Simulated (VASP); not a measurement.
# Si2As in VASP: a series of runs

Runs on Si2As. Level: PBE. Tasks: single point.

Program: VASP 6.6.1. These are calculated values, not measurements. Logs are shortened: lines on timing, memory, paths and dates and some standing lists are left out, and cuts for length are marked.

## (1) The cell of the first run

It takes space group R-3m (No. 166, trigonal). The conventional cell has a = 3.775 Å, b = 3.775 Å, c = 33.254 Å, α = 90.00°, β = 90.00°, γ = 120.00°. Si (site symmetry 3m) has 4 Si at 2.33 to 2.35 Å within 3.1 Å. Within 3.1 Å of Si (site symmetry 3m) lie 1 Si at 2.35 Å and 3 As at 2.43 Å. Within 3.2 Å of As (site symmetry 3m) lie 3 Si at 2.43 Å.

## (2) Single point, PBE

The input, INCAR:

```
  PREC = Accurate
  ENCUT = 520
  EDIFF = 1E-7
  ISMEAR = 0
  SIGMA = 0.2
  LREAL = False
  LASPH = True
  NELM = 80
  ALGO = Normal
  ISIF = 2
  LWAVE = False
  LCHARG = True
  GGA = PE
  LELF = True
  LVHAR = True
  NBANDS = 22
```

The input, KPOINTS:

```
regular mesh
0
Gamma
  5 5 5
```

The input, POSCAR:

```
Si2As
1.0
    1.8872790481      1.0896210665     11.0848097595
   -1.8872790481      1.0896210665     11.0848097595
    0.0000000000     -2.1792421330     11.0848097595
Si As
4 2
Direct
    0.3456576821      0.3456576821      0.3456576821
    0.6543423179      0.6543423179      0.6543423179
    0.4162503821      0.4162503821      0.4162503821
    0.5837496179      0.5837496179      0.5837496179
    0.8848768879      0.8848768879      0.8848768879
    0.1151231121      0.1151231121      0.1151231121
```

Potentials or basis: VASP PAW PBE potentials, release 64 (Si, As).

The run is started by

```
> cat potpaw_PBE.64/Si/POTCAR potpaw_PBE.64/As/POTCAR > POTCAR
> mpirun -np 1 vasp_std > vasp.out
```

OUTCAR:

```text
PREC = Accurate
   ENCUT = 520
   EDIFF = 1E-7
   ISMEAR = 0
   LREAL = False
   LASPH = True
   NELM = 80
   ISIF = 2
   GGA = PE

 ion  position               nearest neighbor table
   1  0.346  0.346  0.346-   2 2.33   2 2.33   2 2.33   3 2.35
   2  0.654  0.654  0.654-   1 2.33   1 2.33   1 2.33   4 2.35
   3  0.416  0.416  0.416-   1 2.35   6 2.43   6 2.43   6 2.43
   4  0.584  0.584  0.584-   2 2.35   5 2.43   5 2.43   5 2.43
   5  0.885  0.885  0.885-   4 2.43   4 2.43   4 2.43
   6  0.115  0.115  0.115-   3 2.43   3 2.43   3 2.43

  LATTYP: Found a trigonal (rhomboedric) cell.
 ALAT       =    11.2969953385
 COS(alpha) =     0.9441817349

  Lattice vectors:

 A1 = (   1.8872790481,   1.0896210665,  11.0848097595)
 A2 = (  -1.8872790481,   1.0896210665,  11.0848097595)
 A3 = (   0.0000000000,  -2.1792421330,  11.0848097595)

Analysis of symmetry for initial positions (statically):
=====================================================================
 Subroutine PRICEL returns:
 Original cell was already a primitive cell.

 Routine SETGRP: Setting up the symmetry group for a
 trigonal (rhombohedral) supercell.

 Subroutine GETGRP returns: Found 12 space group operations
 (whereof 12 operations were pure point group operations)
 out of a pool of 12 trial point group operations.

The static configuration has the point symmetry D_3d.

Analysis of symmetry for dynamics (positions and initial velocities):
=====================================================================
 Subroutine PRICEL returns:
 Original cell was already a primitive cell.

 Routine SETGRP: Setting up the symmetry group for a
 trigonal (rhombohedral) supercell.

 Subroutine GETGRP returns: Found 12 space group operations
 (whereof 12 operations were pure point group operations)
 out of a pool of 12 trial point group operations.

The dynamic configuration has the point symmetry D_3d.

 Subroutine INISYM returns: Found 12 space group operations
 (whereof 12 operations are pure point group operations),
 and found     1 'primitive' translations

----------------------------------------------------------------------------------------

                                     Primitive cell

[... 90 lines left out ...]
   ENCUT  =  520.0 eV  38.22 Ry    6.18 a.u.  21.00 21.00 21.00*2*pi/ulx,y,z
   NELM   =     80;   NELMIN=  2; NELMDL= -5     # of ELM steps
   EDIFF  = 0.1E-06   stopping-criterion for ELM
   LREAL  =      F    real-space projection
   EDIFFG = 0.1E-05   stopping-criterion for IOM
   NSW    =      0    number of steps for IOM
   IBRION =     -1    ionic relax: 0-MD 1-quasi-New 2-CG
   NFREE  =      0    steps in history (QN), initial steepest desc. (CG)
   ISIF   =      2    stress and relaxation
   ISYM   =      2    0-nonsym 1-usesym 2-fastsym
   POTIM  = 0.5000    time-step for ionic-motion
   TEBEG  =    0.0;   TEEND  =   0.0 temperature during run
   PSTRESS=    0.0 pullay stress
   NELECT =      26.0000    total number of electrons
   NUPDOWN=      -1.0000    fix difference up-down
   EMIN   =  10.00;   EMAX   =-10.00  energy-range for DOS
   EFERMI =   0.00;   METHOD = LEGACY
   ISMEAR =     0;   SIGMA  =   0.20  broadening in eV -4-tet -1-fermi 0-gaus
   EFERMI_NEDOS =   21; number of points for ismear=-14 and -15
   IALGO  =     38    algorithm
   IMIX   =      4    mixing-type and parameters
     AMIX     =   0.40;   BMIX     =  1.00
     AMIX_MAG =   1.60;   BMIX_MAG =  1.00
  volume/ion in A,a.u.               =      22.80       153.83
  Fermi-wavevector in a.u.,A,eV,Ry     =   0.941316  1.778830 12.055801  0.886076
  Thomas-Fermi vector in A             =   2.068815
   LORBIT       =      0    0 simple, 1 ext, 2 COOP (PROOUT), +10 PAW based schemes
   GGA     = PE    functional components
   LHFCALC =     F    Hartree Fock is set to
   AEXX    =    0.0000 exact exchange contribution
   IVDW    =     0    specifies the selected vdW correction
   LEPSILON=     F    determine dielectric tensor
   LRPA    =     F    only Hartree local field effects (RPA)
 non-spin polarized calculation
 Gauss-broadening in eV      SIGMA  =   0.20
  energy-cutoff  :      520.00
  volume of cell :      136.77
 maximum number of plane-waves:      3707
   NGX = 41   NGY = 41   NGZ = 41

 number of electron      25.9999999 magnetization

 Free energy of the ion-electron system (eV)
  ---------------------------------------------------
  ext. energy  EPLUGINS =         0.00000000
  ---------------------------------------------------
  free energy    TOTEN  =       -31.12781635 eV

  energy without entropy =      -31.12604727  energy(sigma->0) =      -31.12693181

 E-fermi :   4.9092     XC(G=0):  -9.0306

 val. band max:        4.7186439295   @ k =   0.4000   0.4000   0.4000
 cond. band min:       5.2055366264   @ k =  -0.4000   0.2000   0.2000
 fundamental gap:      0.4868926970
 Fermi energy:         4.9091907791

 k-point     1 :       0.0000    0.0000    0.0000
  band No.  band energies     occupation
      1      -8.3855      2.00000
      2      -8.1578      2.00000
      3      -6.6145      2.00000
      4      -2.5351      2.00000
      5      -1.0066      2.00000
      6       2.8375      2.00000
[... 464 lines left out ...]
     21       9.0350      0.00000
     22       9.8278      0.00000

------------------------ aborting loop because EDIFF is reached ----------------------------------------

  FORCE on cell =-STRESS in cart. coord.  units (eV):
  Direction    XX          YY          ZZ          XY          YZ          ZX
  --------------------------------------------------------------------------------------
  -------------------------------------------------------------------------------------
  Total        0.3180795      0.3180795      0.2270619      0.0000000      0.0000000     -0.0000000
  in kB        3.7261055      3.7261055      2.6598903      0.0000000      0.0000000     -0.0000000
  external PRESSURE =       3.3707004 kB  Pullay stress =       0.0000000 kB

 VOLUME and BASIS-vectors are now :
 -----------------------------------------------------------------------------
  energy-cutoff  :      520.00
  volume of cell :      136.77
      direct lattice vectors                 reciprocal lattice vectors
     1.887279048  1.089621066 11.084809760     0.264931675  0.152958374  0.030071182
    -1.887279048  1.089621066 11.084809760    -0.264931675  0.152958374  0.030071182
     0.000000000 -2.179242133 11.084809760     0.000000000 -0.305916748  0.030071182

 POSITION                                       TOTAL-FORCE (eV/Angst)
 -----------------------------------------------------------------------------------
      0.00000      0.00000     11.49465         0.000000     -0.000000     -0.041198
      0.00000      0.00000     21.75978         0.000000      0.000000      0.041198
      0.00000      0.00000     13.84217         0.000000      0.000000      0.010182
      0.00000      0.00000     19.41226         0.000000      0.000000     -0.010182
      0.00000      0.00000     29.42608         0.000000      0.000000      0.024274
      0.00000      0.00000      3.82835         0.000000      0.000000     -0.024274
 -----------------------------------------------------------------------------------
    total drift:                               -0.000000      0.000000      0.000000

  FREE ENERGIE OF THE ION-ELECTRON SYSTEM (eV)
  ---------------------------------------------------
  free  energy   TOTEN  =       -31.1278163499 eV

  energy  without entropy=      -31.1260472728  energy(sigma->0) =      -31.12693181
```

OSZICAR:

```text
N       E                     dE             d eps       ncg     rms          rms(c)
DAV:   1     0.735693311083E+02    0.73569E+02   -0.10048E+04   836   0.969E+02
DAV:   2    -0.255146046497E+02   -0.99084E+02   -0.94307E+02  1092   0.148E+02
DAV:   3    -0.314943193309E+02   -0.59797E+01   -0.59156E+01  1076   0.353E+01
DAV:   4    -0.315881103622E+02   -0.93791E-01   -0.93698E-01  1060   0.521E+00
DAV:   5    -0.315898627784E+02   -0.17524E-02   -0.17522E-02  1108   0.710E-01    0.760E+00
DAV:   6    -0.312539584923E+02    0.33590E+00   -0.19724E-01  1046   0.254E+00    0.450E+00
DAV:   7    -0.311229640838E+02    0.13099E+00   -0.44422E-01  1040   0.343E+00    0.420E-01
DAV:   8    -0.311265386359E+02   -0.35746E-02   -0.60962E-02   976   0.136E+00    0.423E-01
DAV:   9    -0.311272353796E+02   -0.69674E-03   -0.34067E-03  1054   0.277E-01    0.257E-01
DAV:  10    -0.311276434796E+02   -0.40810E-03   -0.13981E-03  1066   0.195E-01    0.500E-02
DAV:  11    -0.311277930722E+02   -0.14959E-03   -0.37807E-04  1138   0.943E-02    0.724E-02
DAV:  12    -0.311277994005E+02   -0.63283E-05   -0.22185E-05  1046   0.225E-02    0.985E-02
DAV:  13    -0.311278131318E+02   -0.13731E-04   -0.58696E-05  1010   0.409E-02    0.270E-02
DAV:  14    -0.311278157232E+02   -0.25914E-05   -0.11691E-05   974   0.161E-02    0.144E-02
DAV:  15    -0.311278160584E+02   -0.33516E-06   -0.79204E-07  1052   0.385E-03    0.621E-03
DAV:  16    -0.311278162901E+02   -0.23178E-06   -0.23144E-07   938   0.199E-03    0.402E-03
DAV:  17    -0.311278163499E+02   -0.59757E-07   -0.11932E-07   736   0.151E-03
   1 F= -.31127816E+02 E0= -.31126932E+02  d E =-.176908E-02
```

Run time: 22 min. Hardware: 1 thread of Oxide Virtual Turin-like, shared host; peak memory 0.99 GiB.

Results:

| Item | Value |
| --- | --- |
| Free energy | -31.1278 eV |
| Pressure | 0.3 GPa |
| Largest force | 0.041 eV/Å |
| Band gap on the k mesh | 0.49 eV (least direct gap 0.95 eV) |

Forces in eV/Å, atoms in the order of the input:
```
Si   0.000  0.000 -0.041
Si   0.000  0.000  0.041
Si   0.000  0.000  0.010
Si   0.000  0.000 -0.010
As   0.000  0.000  0.024
As   0.000  0.000 -0.024
```

Stress tensor (GPa, compression positive):
```
0.37 0.00 0.00
0.00 0.37 0.00
0.00 0.00 0.27
```

## (3) Single point, PBE

This run uses another cell than the first one: it holds 12 atoms, not 6.

The input, INCAR:

```
PREC = Accurate
ENCUT = 520
EDIFF = 1E-7
ISMEAR = 0
SIGMA = 0.1
LREAL = False
LASPH = True
NELM = 60
ALGO = Normal
ISIF = 2
LWAVE = False
LCHARG = False
GGA = PE
NBANDS = 38
```

The input, KPOINTS:

```
regular mesh
0
Gamma
  4 2 4
```

The input, POSCAR:

```
Si2As
1.0
    1.8821213926     -3.2599298779      0.0000000000
   -5.6463641777     -3.2599298779      0.0000000000
    0.0000000000      2.1732865853    -11.9197556748
Si As
8 4
Direct
    0.4826317726      0.8275439242      0.9652635452
    0.9826317726      0.3275439242      0.9652635452
    0.0173682274      0.6724560758      0.0347364548
    0.5173682274      0.1724560758      0.0347364548
    0.3839840496      0.7946613499      0.7679680991
    0.8839840496      0.2946613499      0.7679680991
    0.1160159505      0.7053386502      0.2320319009
    0.6160159505      0.2053386502      0.2320319009
    0.6611402200      0.5537134067      0.3222804399
    0.1611402200      0.0537134067      0.3222804399
    0.8388597801      0.9462865934      0.6777195601
    0.3388597801      0.4462865934      0.6777195601
```

Potentials or basis: VASP PAW PBE potentials, release 64 (Si, As).

The run is started by

```
> cat potpaw_PBE.64/Si/POTCAR potpaw_PBE.64/As/POTCAR > POTCAR
> mpirun -np 1 vasp_std > vasp.out
```

It took 6.7 min on 1 thread of Oxide Virtual Turin-like, shared host; peak memory 0.36 GiB.

It converged, with:

- Free energy: -62.2468 eV
- Pressure: 0.2 GPa
- Largest force: 0.047 eV/Å
- Band gap on the k mesh: 1.00 eV

Forces on the atoms (eV/Å):
```
Si  -0.017 -0.010 -0.012
Si  -0.017 -0.010 -0.012
Si   0.017  0.010  0.012
Si   0.017  0.010  0.012
Si   0.028  0.016 -0.034
Si   0.028  0.016 -0.034
Si  -0.028 -0.016  0.034
Si  -0.028 -0.016  0.034
As   0.024  0.014 -0.021
As   0.024  0.014 -0.021
As  -0.024 -0.014  0.021
As  -0.024 -0.014  0.021
```

Stress tensor (GPa, compression positive):
```
-0.12 -0.65 -0.05
-0.65  0.63 -0.03
-0.05 -0.03 -0.04
```

Levels at points of the mesh, in eV from the valence-band top:
```csv
k point,band 23,band 24,band 25,band 26,band 27,band 28,band 29,band 30
"(0.00, 0.00, 0.00)",-0.89,-0.69,-0.30,-0.30,1.00,1.22,1.50,1.63
"(0.50, 0.00, 0.00)",-1.54,-1.54,-1.25,-1.25,1.95,1.95,2.07,2.07
"(0.00, 0.50, 0.00)",-1.12,-1.12,-0.93,-0.93,1.48,1.48,1.76,1.76
"(0.50, 0.50, 0.00)",-1.71,-1.71,-1.36,-1.12,1.00,1.11,1.22,1.39
"(0.00, 0.00, 0.50)",-0.89,-0.30,-0.30,0.00,1.10,1.28,1.39,1.65
"(0.00, 0.50, 0.50)",-1.13,-1.13,-0.63,-0.63,1.46,1.46,1.76,1.76
```

Caveat: the k points lie up to 0.48 Å⁻¹ apart; this functional lacks dispersion, which binds layers or chains, so the pressure and a relaxed spacing across them are unreliable. A k mesh can miss the band edges.

## (4) Single point, PBE

This run uses another cell than the first one: it holds 12 atoms, not 6.

The input, INCAR:

```
PREC = Accurate ; ENCUT = 520
EDIFF = 1E-6 ; ISMEAR = 0
SIGMA = 0.1 ; LREAL = False
LASPH = True ; NELM = 100
ALGO = Normal ; ISIF = 2
LWAVE = False ; LCHARG = False
GGA = PE ; NBANDS = 38
```

KPOINTS is that of step 3.

The input, POSCAR:

```
Si2As
1.0
    1.8984703572     -3.2896747057      0.0034209745
   -5.6140164271     -3.2432864164      0.0087531717
   -0.0049031805      2.2059545209    -11.6554150484
Si As
8 4
Direct
    0.4817216378      0.8262759687      0.9648873410
    0.9821342731      0.3264760909      0.9646802936
    0.0173738449      0.6732073440      0.0353777874
    0.5178612783      0.1732812410      0.0351100557
    0.3816564239      0.7916932609      0.7631385241
    0.8818216981      0.2917418334      0.7629381094
    0.1182720649      0.7084538824      0.2370572132
    0.6186539378      0.2084124971      0.2368551508
    0.6648109545      0.5581906222      0.3290326098
    0.1652847950      0.0583242655      0.3288565313
    0.8351162661      0.9419496237      0.6711711333
    0.3352928255      0.4419933703      0.6708952505
```

The run is started by

```
> cat potpaw_PBE.64/Si/POTCAR potpaw_PBE.64/As/POTCAR > POTCAR
> mpirun -np 1 vasp_std > vasp.out
```

Wall time 7.1 min (1 thread of Oxide Virtual Turin-like, shared host); peak memory 0.39 GiB.

The run converged. Its results:

| Property | Result |
| --- | --- |
| Free energy | -62.2541 eV |
| Pressure | 0.1 GPa |
| Largest force | 0.041 eV/Å |
| Band gap on the k mesh | 0.75 eV |

Forces in eV/Å, atoms in the order of the input:
```
Si  -0.007 -0.009  0.007
Si  -0.001 -0.008  0.004
Si   0.003  0.002  0.001
Si   0.002  0.009 -0.006
Si   0.002  0.006 -0.037
Si  -0.007 -0.001 -0.040
Si   0.005 -0.002  0.036
Si  -0.005 -0.007  0.038
As   0.000 -0.007 -0.031
As  -0.004 -0.003 -0.037
As   0.009  0.010  0.037
As   0.003  0.011  0.027
```

Stress tensor (GPa, compression positive):
```
0.15 0.05 0.04
0.05 0.00 0.09
0.04 0.09 0.15
```

Levels at points of the mesh, in eV from the valence-band top:
```csv
k point,band 22,band 23,band 24,band 25,band 26,band 27,band 28,band 29,band 30,band 31
"(0.00, 0.00, 0.00)",-1.07,-0.98,-0.85,-0.51,-0.39,0.75,1.08,1.36,1.42,1.52
"(0.50, 0.00, 0.00)",-2.83,-1.68,-1.68,-1.35,-1.35,1.85,1.85,1.98,1.98,2.71
"(0.00, 0.50, 0.00)",-1.49,-1.34,-1.33,-1.06,-1.06,1.28,1.28,1.59,1.59,2.08
"(0.50, 0.50, 0.00)",-2.04,-1.80,-1.79,-1.52,-1.18,0.90,1.04,1.08,1.29,1.57
"(0.00, 0.00, 0.50)",-1.08,-0.99,-0.50,-0.38,0.00,0.88,1.11,1.22,1.54,1.58
"(0.50, 0.00, 0.50)",-2.84,-1.68,-1.68,-1.35,-1.35,1.83,1.84,2.00,2.00,2.71
"(0.00, 0.50, 0.50)",-1.98,-1.35,-1.35,-0.70,-0.70,1.27,1.27,1.56,1.57,2.23
"(0.50, 0.50, 0.50)",-2.05,-1.80,-1.78,-1.53,-1.17,0.91,1.03,1.06,1.30,1.58
```

Caveat: the k points lie up to 0.49 Å⁻¹ apart.

## (5) Overview

```tsv
cell	k mesh	smearing	gap on the mesh (eV)	pressure (GPa)	largest force (eV/Å)
a = 11.297 Å, angles 19.2°, 6 atoms, atomic positions A	5 × 5 × 5	gaussian 0.2 eV	0.49	0.3	0.04
a = 3.764, b = 6.520, c = 12.116 Å, angles 95.1, 98.9, 90.0°, 12 atoms, atomic positions B	4 × 2 × 4	gaussian 0.1 eV	1.00	0.2	0.05
a = 3.798, b = 6.484, c = 11.862 Å, angles 95.4, 99.3, 90.0°, 12 atoms, atomic positions C	4 × 2 × 4	gaussian 0.1 eV	0.75	0.1	0.04
```

Alike in all rows: task single point; level PBE; potentials or basis VASP PAW PBE potentials, release 64 (Si, As); no spin polarisation; cutoff (eV) 520.

Caveats: some runs use coarse meshes; this functional lacks dispersion, which binds layers or chains, so the pressure and a relaxed spacing across them are unreliable (at least some runs).

Absolute energies hang on the potentials; compare differences alone.
